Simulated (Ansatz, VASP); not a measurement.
One calculation of Re, two programs

The input INCAR:

```
PREC = Accurate
ENCUT = 520
EDIFF = 1E-6
ISMEAR = 0
SIGMA = 0.15
LREAL = False
LASPH = True
NELM = 100
ALGO = Fast
ISIF = 2
LWAVE = False
LCHARG = False
GGA = PE
NBANDS = 10
```

KPOINTS

```
regular mesh
0
Gamma
  10 10 10
```

File POSCAR:

```
Re
1.0
    0.0000000000      1.8815200931      2.0856650232
    1.8815200931      0.0000000000      2.0856650232
    1.8815200931      1.8815200931      0.0000000000
Re
1
Direct
    0.0000000000      0.0000000000      0.0000000000
```

Input for Ansatz:

```yaml
crystal:
  lattice:
    - [0.0, 1.8815200931, 2.0856650232]
    - [1.8815200931, 0.0, 2.0856650232]
    - [1.8815200931, 1.8815200931, 0.0]
  atoms:
    - { symbol: Re, position: [0.0, 0.0, 0.0] }
basis:
  ecutwfc: 420
kpoints:
  mp_grid: { grid: [10, 10, 10] }
hamiltonian:
  xc: pbe
scf:
  occupations: { method: gaussian, width: 0.15 }
output:
  forces: true
  stress: true
  eigenvalues: true
```

Alike in both runs: task single point; functional PBE; k mesh 10 × 10 × 10; occupations gaussian, width 0.15 eV; no spin polarisation.

|  | VASP | Ansatz |
| --- | --- | --- |
| version | VASP 6.6.1 | Ansatz 0.2.0 |
| potentials or method | VASP PAW PBE potentials, release 64 (Re), cutoff 520 eV | scalar-relativistic, plane waves, PAW |
| valence electrons in the cell | 7 | 15 |

```tsv
	VASP	Ansatz	Ansatz less VASP
gap on the k mesh at the Fermi level (eV)	none	none	-
pressure (GPa)	7.1	7.6	+0.51
traceless stress, the component that is largest in VASP (GPa)	-20.61	-21.01	-0.404
```

A gap of «none» marks a metal or a gap that the smearing closes. VASP's potentials hold 7 valence electrons a cell and Ansatz's 15, so a difference there can come from the potentials and not from the codes.

Spin-orbit coupling is off throughout.
